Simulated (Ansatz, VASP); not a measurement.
**One calculation of MoS2, two programs**

Contents of INCAR:

```
SYSTEM = MoS2
PREC     = Accurate       ! precision mode
ENCUT    = 520            ! plane-wave cutoff, eV
EDIFF    = 1E-6           ! SCF threshold, eV
ISMEAR   = -1             ! smearing method
SIGMA    = 0.05           ! smearing width, eV
LREAL    = .FALSE.        ! projectors in reciprocal space
LASPH    = .TRUE.         ! aspherical terms in the spheres
NELM     = 80             ! most SCF steps
ALGO     = Normal         ! electronic algorithm
ISIF     = 2              ! what is computed and relaxed
LWAVE    = .FALSE.        ! write WAVECAR
LCHARG   = .TRUE.         ! write CHGCAR
LELF     = .TRUE.         ! ELF
LVHAR    = .TRUE.       
NBANDS   = 20             ! bands
```

The input KPOINTS:

```
Automatic mesh
0
G
  10 10 2
  0 0 0
```

Contents of POSCAR:

```
MoS2
1.0
    3.1627554646      0.0000000000      0.0000000000
   -1.5813777323      2.7390265783      0.0000000000
    0.0000000000      0.0000000000     17.2182568475
Mo S
1 2
Direct
    0.0000000000      0.0000000000      0.0000000000
    0.3333333333      0.6666666667      0.9105070200
    0.3333333333      0.6666666667      0.0894929800
```

Contents of input.yaml:

```yaml
crystal:
  lattice:
    - [3.1627554646, 0.0, 0.0]
    - [-1.5813777323, 2.7390265783, 0.0]
    - [0.0, 0.0, 17.2182568475]
  atoms:
    - { symbol: Mo, position: [0.0, 0.0, 0.0] }
    - { symbol: S, position: [0.3333333333, 0.6666666667, 0.91050702] }
    - { symbol: S, position: [0.3333333333, 0.6666666667, 0.08949298] }
kpoints:
  mp_grid: { grid: [10, 10, 2] }
scf:
  occupations: { method: fermi_dirac, width: 0.05 }
hamiltonian:
  xc: lda
  pseudopotentials: { kind: all_electron, lapw: { basis_error: 0.002 } }
output:
  forces: true
  stress: true
  eigenvalues: true
```

Change from the starting cell: volume scaled by 0.98.

Alike in both runs: task single point; functional LDA; k mesh 10 × 10 × 2; occupations fermi-dirac, width 0.05 eV; no spin polarisation.

```csv
,VASP,Ansatz
version,VASP 6.6.1,Ansatz 0.2.0
potentials or method,"VASP PAW LDA potentials, release 64 (Mo_sv, S), cutoff 520 eV","all-electron LAPW, scalar-relativistic"
```

Ansatz gave:

```
gap on the k mesh at the Fermi level (eV) : 1.79
least direct gap on the mesh (eV)         : 1.98
rms of the force components (eV/Å)        : 0.025
```

Task: Which values does VASP return?

Result: gap on the k mesh at the Fermi level (eV): 1.80; least direct gap on the mesh (eV): 1.99; rms of the force components (eV/Å): 0.020.

LDA's correlation is that of Perdew and Zunger in VASP and of Perdew and Wang (1992) in Ansatz. Atom by atom the forces differ by 0.005 eV/Å (rms over components). Ansatz ran all-electron here, and VASP with PAW potentials.
